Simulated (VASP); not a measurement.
A run of VASP 6.6.1:

File POSCAR:

```
Rh
1.0
    0.0000000000      1.8978500000      1.8978500000
    1.8978500000      0.0000000000      1.8978500000
    1.8978500000      1.8978500000      0.0000000000
Rh
1
Direct
    0.0000000000      0.0000000000      0.0000000000
```

INCAR.step1

```
SYSTEM = Rh
PREC = Accurate
ENCUT = 600
ISMEAR = -1
SIGMA = 0.05
LREAL = .False.
LASPH = .True.
NELM = 60
GGA = PE
ALGO = Normal
EDIFF = 1E-4
LWAVE = .True.
LCHARG = .False.
```

File INCAR.step2:

```
SYSTEM = Rh
PREC = Accurate
ENCUT = 600
EDIFF = 1E-6
ISMEAR = -1
SIGMA = 0.05
LREAL = .False.
LASPH = .True.
NELM = 60
ALGO = Normal
ISIF = 3
LWAVE = .False.
LCHARG = .False.
METAGGA = R2SCAN
LMIXTAU = .True.
IBRION = 2
NSW = 60
EDIFFG = -0.01
PSTRESS = 100.0
ISTART = 1
```

KPOINTS

```
Automatic mesh
0
Gamma
  12 12 12
  0 0 0
```

Potentials or basis: VASP PAW PBE potentials, release 64 (Rh_pv).

Run with:

```console
$ cat potpaw_PBE.64/Rh_pv/POTCAR > POTCAR
$ cp INCAR.step1 INCAR
$ mpirun -np 1 vasp_std > vasp.out
$ cp INCAR.step2 INCAR
$ mpirun -np 1 vasp_std > vasp.out
```

Hardware: 1 thread of Intel Xeon 8259CL, with other jobs on the host.

Problem. How long does it take, and how much memory?

Solution. Run time: 4 min on 1 thread of Intel Xeon 8259CL, with other jobs on the host, peak memory 0.16 GiB. Counts: k points 72, ion steps 4.
